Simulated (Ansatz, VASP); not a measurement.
# Two plane-wave programs on ZnS

The input POSCAR:

```
ZnS
1.0
    0.0000000000      2.7046500000      2.6640802500
    2.7046500000      0.0000000000      2.6640802500
    2.7046500000      2.7046500000      0.0000000000
Zn S
1 1
Direct
    0.0000000000      0.0000000000      0.0000000000
    0.7500000000      0.7500000000      0.7500000000
```

File INCAR.step1:

```
PREC = Accurate ; ENCUT = 520
ISMEAR = 0 ; SIGMA = 0.05
LREAL = False ; LASPH = True
NELM = 80 ; NBANDS = 16
GGA = PE ; ALGO = Normal
EDIFF = 1E-4 ; LWAVE = True
LCHARG = False
```

File INCAR.step2:

```
PREC = Accurate ; ENCUT = 520
EDIFF = 1E-7 ; ISMEAR = 0
SIGMA = 0.05 ; LREAL = False
LASPH = True ; NELM = 80
ALGO = Normal ; ISIF = 2
LWAVE = False ; LCHARG = True
METAGGA = R2SCAN ; LMIXTAU = True
LELF = True ; LVHAR = True
NBANDS = 16 ; ISTART = 1
```

The input KPOINTS:

```
regular mesh
0
Gamma
  8 8 8
```

Input for Ansatz:

```yaml
crystal:
  lattice:
    - [0.0, 2.70465, 2.66408025]
    - [2.70465, 0.0, 2.66408025]
    - [2.70465, 2.70465, 0.0]
  atoms:
    - { symbol: Zn, position: [0.0, 0.0, 0.0] }
    - { symbol: S, position: [0.75, 0.75, 0.75] }
basis:
  ecutwfc: 500
kpoints:
  mp_grid: { grid: [8, 8, 8] }
hamiltonian:
  xc: r2scan
scf:
  occupations: { method: gaussian, width: 0.05 }
output:
  forces: true
  stress: true
  eigenvalues: true
  write_density: true
  write_potential: true
  elf: true
  volumetric_format: npy
```

Change from the starting cell: strain +0.000 along x and y, -0.015 along z, atoms carried along.

Alike in both runs: task single point; functional r2SCAN; k mesh 8 × 8 × 8; occupations gaussian, width 0.05 eV; no spin polarisation.

|  | VASP | Ansatz |
| --- | --- | --- |
| version | VASP 6.6.1 | Ansatz 0.2.0 |
| potentials or method | VASP PAW PBE potentials, release 64 (Zn, S), cutoff 520 eV | scalar-relativistic, plane waves, PAW |
| valence electrons in the cell | 18 | 18 |

Ansatz gave:

| Property | Result |
| --- | --- |
| gap on the k mesh at the Fermi level (eV) | 2.68 |
| least direct gap on the mesh (eV) | 2.68 |
| pressure (GPa) | 0.3 |
| traceless stress, the component that is largest in VASP (GPa) | 0.42 |

**Question.** What did VASP give for the same quantities?

**Answer.** gap on the k mesh at the Fermi level (eV): 2.70; least direct gap on the mesh (eV): 2.70; pressure (GPa): 0.3; traceless stress, the component that is largest in VASP (GPa): 0.39.

VASP's potentials were made for PBE, not for r2SCAN.
